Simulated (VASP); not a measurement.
# Sn (Immm) in VASP: settings compared

Aim: see how the results for Sn move with the level of theory and the settings. Levels: r2SCAN0, LDA. Tasks: single point.

All numbers are computed with VASP 6.6.1; they aren't measurements. Logs are shortened: lines on timing, memory, paths and dates and some standing lists are left out, and cuts for length are marked.

## (1) The cell of the first run

Symmetry: Immm, No. 71, orthorhombic system. Conventional cell: a = 3.453 Å, b = 3.551 Å, c = 4.677 Å, α = 90.00°, β = 90.00°, γ = 90.00°. Sn (site symmetry mmm) has 14 Sn at 3.41 to 4.68 Å within 4.7 Å.

## (2) Single point, r2SCAN0

POSCAR reads:

```
Sn
1.0
   -1.7265390000      1.7755470000      2.3383420000
    1.7265390000     -1.7755470000      2.3383420000
    1.7265390000      1.7755470000     -2.3383420000
Sn
1
Direct
    0.0000000000      0.0000000000      0.0000000000
```

INCAR.step1 reads:

```
ALGO     = Normal         # electronic algorithm
EDIFF    = 1E-5           # SCF threshold, eV
ENCUT    = 440            # plane-wave cutoff, eV
GGA      = PE             # functional
GGA_COMPAT= F            
ISIF     = 2              # what is computed and relaxed
ISMEAR   = -1             # smearing method
LASPH    = T              # aspherical terms in the spheres
LCHARG   = F              # write CHGCAR
LREAL    = F              # projectors in reciprocal space
LWAVE    = T              # write WAVECAR
NBANDS   = 13             # bands
NELM     = 120            # most SCF steps
PREC     = Accurate       # precision mode
SIGMA    = 0.05           # smearing width, eV
```

INCAR.step2 reads:

```
AEXX     = 0.25           # exact-exchange fraction
ALGO     = Normal         # electronic algorithm
EDIFF    = 1E-6           # SCF threshold, eV
ENCUT    = 440            # plane-wave cutoff, eV
GGA_COMPAT= F            
ISIF     = 2              # what is computed and relaxed
ISMEAR   = -1             # smearing method
ISTART   = 1            
LASPH    = T              # aspherical terms in the spheres
LCHARG   = F              # write CHGCAR
LHFCALC  = T              # exact exchange
LMIXTAU  = T            
LREAL    = F              # projectors in reciprocal space
LWAVE    = F              # write WAVECAR
METAGGA  = R2SCAN         # meta-GGA
NBANDS   = 13             # bands
NELM     = 120            # most SCF steps
PREC     = Accurate       # precision mode
PRECFOCK = Normal       
SIGMA    = 0.05           # smearing width, eV
```

KPOINTS reads:

```
k-points
0
Gamma
  6 6 6
```

Potentials or basis: VASP PAW PBE potentials, release 64 (Sn_d).

The run is started by

```sh
> cat potpaw_PBE.64/Sn_d/POTCAR > POTCAR
> cp INCAR.step1 INCAR
> mpirun -np 1 vasp_std > vasp.out
> cp INCAR.step2 INCAR
> mpirun -np 1 vasp_std > vasp.out
```

OUTCAR:

```text
AEXX = 0.25
   EDIFF = 1E-6
   ENCUT = 440
   ISIF = 2
   ISMEAR = -1
   ISTART = 1
   LASPH = T
   LHFCALC = T
   LREAL = F
   METAGGA = R2SCAN
   NELM = 120
   PREC = Accurate
   PRECFOCK = Normal

 ion  position               nearest neighbor table
   1  0.000  0.000  0.000-

  LATTYP: Found a body centered orthorhombic cell.
 ALAT       =     3.4530780000
 B/A-ratio  =     1.0283851103
 C/A-ratio  =     1.3543522620

  Lattice vectors:

 A1 = (  -1.7265390000,   1.7755470000,   2.3383420000)
 A2 = (   1.7265390000,  -1.7755470000,   2.3383420000)
 A3 = (   1.7265390000,   1.7755470000,  -2.3383420000)

Analysis of symmetry for initial positions (statically):
=====================================================================
 Subroutine PRICEL returns:
 Original cell was already a primitive cell.

 Routine SETGRP: Setting up the symmetry group for a
 body centered orthorhombic supercell.

 Subroutine GETGRP returns: Found  8 space group operations
 (whereof  8 operations were pure point group operations)
 out of a pool of  8 trial point group operations.

The static configuration has the point symmetry D_2h.

Analysis of symmetry for dynamics (positions and initial velocities):
=====================================================================
 Subroutine PRICEL returns:
 Original cell was already a primitive cell.

 Routine SETGRP: Setting up the symmetry group for a
 body centered orthorhombic supercell.

 Subroutine GETGRP returns: Found  8 space group operations
 (whereof  8 operations were pure point group operations)
 out of a pool of  8 trial point group operations.

The dynamic configuration has the point symmetry D_2h.

 Subroutine INISYM returns: Found  8 space group operations
 (whereof  8 operations are pure point group operations),
 and found     1 'primitive' translations

----------------------------------------------------------------------------------------

                                     Primitive cell

  volume of cell :      28.6732

  direct lattice vectors                    reciprocal lattice vectors
    -1.726539000  1.775547000  2.338342000     0.000000000  0.281603359  0.213826720
     1.726539000 -1.775547000  2.338342000     0.289596702  0.000000000  0.213826720
     1.726539000  1.775547000 -2.338342000     0.289596702  0.281603359  0.000000000

  length of vectors
     3.406075069  3.406075069  3.406075069     0.353584952  0.359983494  0.403938983

  position of ions in fractional coordinates (direct lattice)
     0.000000000  0.000000000  0.000000000

  ion indices of the primitive-cell ions
   primitive index   ion index
                 1           1

----------------------------------------------------------------------------------------

 KPOINTS: k-points

Automatic generation of k-mesh.
 Grid dimensions read from file:
 generate k-points for:    6    6    6

 Generating k-lattice:

  Cartesian coordinates                     Fractional coordinates (reciprocal lattice)
     0.000000000  0.046933893  0.035637787     0.166666667 -0.000000000  0.000000000
     0.048266117  0.000000000  0.035637787     0.000000000  0.166666667  0.000000000
     0.048266117  0.046933893  0.000000000     0.000000000 -0.000000000  0.166666667

  Length of vectors
     0.058930825  0.059997249  0.067323164

  Shift w.r.t. Gamma in fractional coordinates (k-lattice)
     0.000000000  0.000000000  0.000000000

 Subroutine IBZKPT returns following result:
 ===========================================

 Found     46 irreducible k-points:

 Following reciprocal coordinates:
            Coordinates               Weight
  0.000000  0.000000  0.000000      1.000000
  0.166667  0.000000 -0.000000      4.000000
  0.333333  0.000000  0.000000      4.000000
  0.500000  0.000000 -0.000000      2.000000
 -0.000000  0.166667  0.000000      4.000000
  0.166667  0.166667  0.000000      8.000000
[... 16 lines left out ...]
 -0.166667  0.166667  0.166667      2.000000
  0.166667  0.333333  0.166667      4.000000
 [... further k-points ...]
   k-points           NKPTS =     46   k-points in BZ     NKDIM =    216   number of bands    NBANDS=     13
   number of dos      NEDOS =    301   number of ions     NIONS =      1
   total plane-waves  NPLWV =  13824
   dimension x,y,z NGX =    24 NGY =   24 NGZ =   24
   dimension x,y,z NGXF=    48 NGYF=   48 NGZF=   48
   ions per type =               1
   NGX,Y,Z   is equivalent  to a cutoff of  11.71, 11.71, 11.71 a.u.
   NGXF,Y,Z  is equivalent  to a cutoff of  23.43, 23.43, 23.43 a.u.
 SYSTEM =  unknown system
   PREC   = accura    normal or accurate (medium, high low for compatibility)
   ISTART =      1    job   : 0-new  1-cont  2-samecut
   ICHARG =      0    charge: 1-file 2-atom 10-const
   ISPIN  =      1    spin polarized calculation?
   LNONCOLLINEAR =      F non collinear calculations
   LSORBIT =      F    spin-orbit coupling
   LASPH  =      T    aspherical Exc in radial PAW
   ENCUT  =  440.0 eV  32.34 Ry    5.69 a.u.   5.83  5.83  5.83*2*pi/ulx,y,z
   NELM   =    120;   NELMIN=  2; NELMDL=  0     # of ELM steps
   EDIFF  = 0.1E-05   stopping-criterion for ELM
   LREAL  =      F    real-space projection
   EDIFFG = 0.1E-04   stopping-criterion for IOM
   NSW    =      0    number of steps for IOM
   IBRION =     -1    ionic relax: 0-MD 1-quasi-New 2-CG
   NFREE  =      0    steps in history (QN), initial steepest desc. (CG)
   ISIF   =      2    stress and relaxation
   ISYM   =      3    0-nonsym 1-usesym 2-fastsym
   POTIM  = 0.5000    time-step for ionic-motion
   TEBEG  =    0.0;   TEEND  =   0.0 temperature during run
   PSTRESS=    0.0 pullay stress
   NELECT =      14.0000    total number of electrons
   NUPDOWN=      -1.0000    fix difference up-down
   EMIN   =  10.00;   EMAX   =-10.00  energy-range for DOS
   EFERMI =   0.00;   METHOD = LEGACY
   ISMEAR =    -1;   SIGMA  =   0.05  broadening in eV -4-tet -1-fermi 0-gaus
   EFERMI_NEDOS =   21; number of points for ismear=-14 and -15
   IALGO  =     38    algorithm
   IMIX   =      1    mixing-type and parameters
     AMIX     =   0.40;   BMIX     =  1.00
     AMIX_MAG =   1.60;   BMIX_MAG =  1.00
  volume/ion in A,a.u.               =      28.67       193.50
  Fermi-wavevector in a.u.,A,eV,Ry     =   1.289116  2.436076 22.610433  1.661820
  Thomas-Fermi vector in A             =   2.421028
   LORBIT       =      0    0 simple, 1 ext, 2 COOP (PROOUT), +10 PAW based schemes
   METAGGA = R2SCAN    functional components
   LHFCALC =     T    Hartree Fock is set to
   PRECFOCK=normal    Normal, Fast or Accurate (Low or Medium for compatibility)
   ENCUT4O =  -1.0   cutoff for four orbital integrals eV
   NKREDX  =     1    reduce k-point grid by
   NKREDY  =     1    reduce k-point grid by
   NKREDZ  =     1    reduce k-point grid by
   AEXX    =    0.2500 exact exchange contribution
   HFSCREEN=    0.0000 screening length (either q_TF or 0.3 A-1)
   HFSCREENC=   0.0000 screening length for correlation (either q_TF or 0.3 A-1)
   ENCUTFOCK=  -1.0 apply spherical cutoff to Coloumb kernel
   IVDW    =     0    specifies the selected vdW correction
   LEPSILON=     F    determine dielectric tensor
   LRPA    =     F    only Hartree local field effects (RPA)
 non-spin polarized calculation
  energy-cutoff  :      440.00
  volume of cell :       28.67
 maximum number of plane-waves:       609
  NGX = 18; NGY = 18; NGZ = 18

 number of electron      13.9999998 magnetization

 Free energy of the ion-electron system (eV)
  ---------------------------------------------------
  ext. energy  EPLUGINS =         0.00000000
  ---------------------------------------------------
  free energy    TOTEN  =       -20.32747020 eV

  energy without entropy =      -20.32474639  energy(sigma->0) =      -20.32610829

 E-fermi :   7.5234     XC(G=0):  -8.5864

 val. band max:        7.4952196235   @ k =   0.5000   0.3333  -0.0000
 cond. band min:       7.9422140083   @ k =  -0.3333  -0.3333   0.1667
 fundamental gap:      0.4469943848
 Fermi energy:         7.5234456442

 k-point     1 :       0.0000    0.0000    0.0000
  band No.  band energies     occupation
      1     -17.3304      2.00000
      2     -17.3174      2.00000
      3     -17.2922      2.00000
      4     -17.2596      2.00000
      5     -17.2222      2.00000
      6      -5.5541      2.00000
      7      15.9650      0.00000
      8      16.1175      0.00000
      9      16.6070      0.00000
     10      19.6462      0.00000
     11      20.0387      0.00000
     12      20.6597      0.00000
     13      20.7860      0.00000

 k-point     2 :       0.1667    0.0000   -0.0000
  band No.  band energies     occupation
      1     -17.3201      2.00000
      2     -17.3038      2.00000
      3     -17.2895      2.00000
      4     -17.2485      2.00000
      5     -17.2223      2.00000
      6      -4.9301      2.00000
      7      11.5504      0.00000
      8      15.5876      0.00000
      9      15.6279      0.00000
     10      18.6499      0.00000
     11      21.3012      0.00000
     12      21.3655      0.00000
     13      22.2540      0.00000

 k-point     3 :       0.3333    0.0000    0.0000
  band No.  band energies     occupation
      1     -17.3149      2.00000
      2     -17.3091      2.00000
      3     -17.2920      2.00000
      4     -17.2010      2.00000
      5     -17.1930      2.00000
      6      -3.0714      2.00000
      7       5.4157      2.00000
      8      14.3993      0.00000
      9      14.9884      0.00000
     10      18.4437      0.00000
     11      19.7212      0.00000
     12      19.8354      0.00000
     13      21.3386      0.00000

 k-point     4 :       0.5000    0.0000   -0.0000
  band No.  band energies     occupation
      1     -17.3177      2.00000
      2     -17.3163      2.00000
      3     -17.2967      2.00000
      4     -17.1822      2.00000
      5     -17.1604      2.00000
      6      -0.8654      2.00000
      7       1.7952      2.00000
      8      13.9244      0.00000
      9      14.7785      0.00000
     10      18.6278      0.00000
     11      19.0926      0.00000
     12      19.1847      0.00000
     13      20.1381      0.00000

 k-point     5 :      -0.0000    0.1667    0.0000
  band No.  band energies     occupation
      1     -17.3144      2.00000
      2     -17.3127      2.00000
      3     -17.2763      2.00000
      4     -17.2514      2.00000
      5     -17.2263      2.00000
      6      -4.9021      2.00000
      7      12.0591      0.00000
      8      15.0093      0.00000
      9      15.5754      0.00000
     10      18.4336      0.00000
     11      20.9164      0.00000
     12      21.6249      0.00000
     13      22.3828      0.00000
[... 257 lines left out ...]
 k-point    22 :       0.3333    0.1667    0.1667
  band No.  band energies     occupation
      1     -17.3140      2.00000
      2     -17.2820      2.00000
      3     -17.2364      2.00000
      4     -17.2243      2.00000
      5     -17.1840      2.00000
      6       0.6097      2.00000
      7       3.6499      2.00000
      8       6.9322      1.99999
      9       9.6664      0.00000
     10      19.2099      0.00000
     11      21.1491      0.00000
     12      24.3673      0.00000
     13      24.8849      0.00000

 k-point    23 :      -0.1667    0.1667    0.1667
  band No.  band energies     occupation
      1     -17.3108      2.00000
      2     -17.2812      2.00000
      3     -17.2684      2.00000
      4     -17.2666      2.00000
      5     -17.2027      2.00000
      6      -3.8608      2.00000
      7      10.4482      0.00000
      8      11.1230      0.00000
      9      15.0342      0.00000
     10      18.5376      0.00000
     11      19.7656      0.00000
     12      20.5260      0.00000
     13      21.1564      0.00000

 k-point    24 :       0.1667    0.3333    0.1667
  band No.  band energies     occupation
      1     -17.3166      2.00000
      2     -17.2882      2.00000
      3     -17.2323      2.00000
      4     -17.2259      2.00000
      5     -17.1748      2.00000
      6       0.7821      2.00000
      7       3.6023      2.00000
      8       6.9682      1.99997
      9       9.4323      0.00000
     10      19.3034      0.00000
     11      21.2476      0.00000
     12      24.2033      0.00000
     13      24.7207      0.00000

 [... further k-points ...]

------------------------ aborting loop because EDIFF is reached ----------------------------------------

  FORCE on cell =-STRESS in cart. coord.  units (eV):
  Direction    XX          YY          ZZ          XY          YZ          ZX
  --------------------------------------------------------------------------------------
  -------------------------------------------------------------------------------------
  Total       -0.5628346      0.2679969     -0.5479351      0.0000000      0.0000000      0.0000000
  in kB      -31.4495771     14.9748926    -30.6170331      0.0000000      0.0000000      0.0000000
  external PRESSURE =     -15.6972392 kB  Pullay stress =       0.0000000 kB

 VOLUME and BASIS-vectors are now :
 -----------------------------------------------------------------------------
  energy-cutoff  :      440.00
  volume of cell :       28.67
      direct lattice vectors                 reciprocal lattice vectors
    -1.726539000  1.775547000  2.338342000     0.000000000  0.281603359  0.213826720
     1.726539000 -1.775547000  2.338342000     0.289596702  0.000000000  0.213826720
     1.726539000  1.775547000 -2.338342000     0.289596702  0.281603359  0.000000000

 POSITION                                       TOTAL-FORCE (eV/Angst)
 -----------------------------------------------------------------------------------
      0.00000      0.00000      0.00000         0.000000      0.000000     -0.000000
 -----------------------------------------------------------------------------------
    total drift:                               -0.000000      0.000000     -0.000000

  FREE ENERGIE OF THE ION-ELECTRON SYSTEM (eV)
  ---------------------------------------------------
  free  energy   TOTEN  =       -20.3274702013 eV

  energy  without entropy=      -20.3247463855  energy(sigma->0) =      -20.32610829
```

It took 39 min on 1 thread of AMD EPYC 7R13 (Zen 3), shared host; peak memory 0.13 GiB.

What came out:

```
Free energy            : -20.3275 eV
Pressure               : -1.6 GPa
Band gap on the k mesh : zero (bands 7 and 8 overlap by 11.16 eV)
```

Stress tensor (GPa, compression positive):
```
-3.14  0.00  0.00
 0.00  1.50  0.00
 0.00  0.00 -3.06
```

Levels at points of the mesh, in eV from the Fermi level:
| k point | band 5 | band 6 | band 7 | band 8 | band 9 | band 10 |
| --- | --- | --- | --- | --- | --- | --- |
| (0.00, 0.00, 0.00) | -24.75 | -13.08 | 8.44 | 8.59 | 9.08 | 12.12 |
| (0.50, 0.00, 0.00) | -24.68 | -8.39 | -5.73 | 6.40 | 7.26 | 11.10 |
| (0.00, 0.50, 0.00) | -24.69 | -8.07 | -5.63 | 5.90 | 6.91 | 10.58 |
| (0.50, 0.50, 0.00) | -24.66 | -6.34 | -4.81 | 2.68 | 3.16 | 6.71 |
| (0.50, 0.50, 0.50) | -24.67 | -5.34 | -4.20 | 1.66 | 2.48 | 5.59 |

Caveat: the k points lie up to 0.38 Å⁻¹ apart, too coarse for converged energies and pressures of a metal; the PAW data sets were made with another functional, which shifts forces and pressure a little; spin-orbit coupling is left out, which moves the levels of the heavy elements.

## (3) Single point, LDA (26.95 Å³/atom)

This run uses another cell than the first one, of 26.95 Å³/atom.

INCAR reads:

```
SYSTEM = Sn
PREC     = Accurate       ! precision mode
ENCUT    = 520            ! plane-wave cutoff, eV
EDIFF    = 1E-7           ! SCF threshold, eV
ISMEAR   = -1             ! smearing method
SIGMA    = 0.05           ! smearing width, eV
LREAL    = .False.        ! projectors in reciprocal space
LASPH    = .True.         ! aspherical terms in the spheres
NELM     = 80             ! most SCF steps
ALGO     = Fast           ! electronic algorithm
ISIF     = 2              ! what is computed and relaxed
LWAVE    = .False.        ! write WAVECAR
LCHARG   = .False.        ! write CHGCAR
GGA      = CA             ! functional
NBANDS   = 13             ! bands
```

KPOINTS reads:

```
regular mesh
0
Gamma
  11 11 11
  0 0 0
```

POSCAR reads:

```
Sn
1.0
   -1.6912936206      1.7393011766      2.2906073406
    1.6912936206     -1.7393011766      2.2906073406
    1.6912936206      1.7393011766     -2.2906073406
Sn
1
Direct
    0.0000000000      0.0000000000      0.0000000000
```

Potentials or basis: VASP PAW LDA potentials, release 64 (Sn_d).

The run is started by

```sh
> cat potpaw_LDA.64/Sn_d/POTCAR > POTCAR
> mpirun -np 1 vasp_std > vasp.out
```

OUTCAR:

```text
SYSTEM = Sn
   PREC = Accurate
   ENCUT = 520
   EDIFF = 1E-7
   ISMEAR = -1
   LREAL = .False.
   LASPH = .True.
   NELM = 80
   ISIF = 2
   GGA = CA

 ion  position               nearest neighbor table
   1  0.000  0.000  0.000-

  LATTYP: Found a body centered orthorhombic cell.
 ALAT       =     3.3825872412
 B/A-ratio  =     1.0283851103
 C/A-ratio  =     1.3543522619

  Lattice vectors:

 A1 = (  -1.6912936206,   1.7393011766,   2.2906073406)
 A2 = (   1.6912936206,  -1.7393011766,   2.2906073406)
[... 566 lines left out ...]
 [... further k-points ...]

------------------------ aborting loop because EDIFF is reached ----------------------------------------

  FORCE on cell =-STRESS in cart. coord.  units (eV):
  Direction    XX          YY          ZZ          XY          YZ          ZX
  --------------------------------------------------------------------------------------
  -------------------------------------------------------------------------------------
  Total       -0.2374686     -0.5348618     -0.3086183     -0.0000000      0.0000000      0.0000000
  in kB      -14.1160196    -31.7941893    -18.3454261     -0.0000000      0.0000000      0.0000000
  external PRESSURE =     -21.4185450 kB  Pullay stress =       0.0000000 kB

 VOLUME and BASIS-vectors are now :
 -----------------------------------------------------------------------------
  energy-cutoff  :      520.00
  volume of cell :       26.95
      direct lattice vectors                 reciprocal lattice vectors
    -1.691293621  1.739301177  2.290607341     0.000000000  0.287471777  0.218282720
     1.691293621 -1.739301177  2.290607341     0.295631695  0.000000000  0.218282720
     1.691293621  1.739301177 -2.290607341     0.295631695  0.287471777  0.000000000

 POSITION                                       TOTAL-FORCE (eV/Angst)
 -----------------------------------------------------------------------------------
      0.00000      0.00000      0.00000         0.000000      0.000000      0.000000
 -----------------------------------------------------------------------------------
    total drift:                               -0.000000     -0.000000     -0.000000

  FREE ENERGIE OF THE ION-ELECTRON SYSTEM (eV)
  ---------------------------------------------------
  free  energy   TOTEN  =        -4.4392410636 eV

  energy  without entropy=       -4.4355364807  energy(sigma->0) =       -4.43738877
```

Run time: 2.7 min. Hardware: 1 thread of Intel Xeon 8259CL, shared host; peak memory 0.2 GiB.

What came out:

| Item | Value |
| --- | --- |
| Free energy | -4.4392 eV |
| Pressure | -2.1 GPa |
| Band gap on the k mesh | zero (bands 7 and 8 overlap by 9.30 eV) |

Stress tensor (GPa, compression positive):
```
-1.41  0.00  0.00
 0.00 -3.18  0.00
 0.00  0.00 -1.83
```

Caveat: spin-orbit coupling is left out, which moves the levels of the heavy elements.
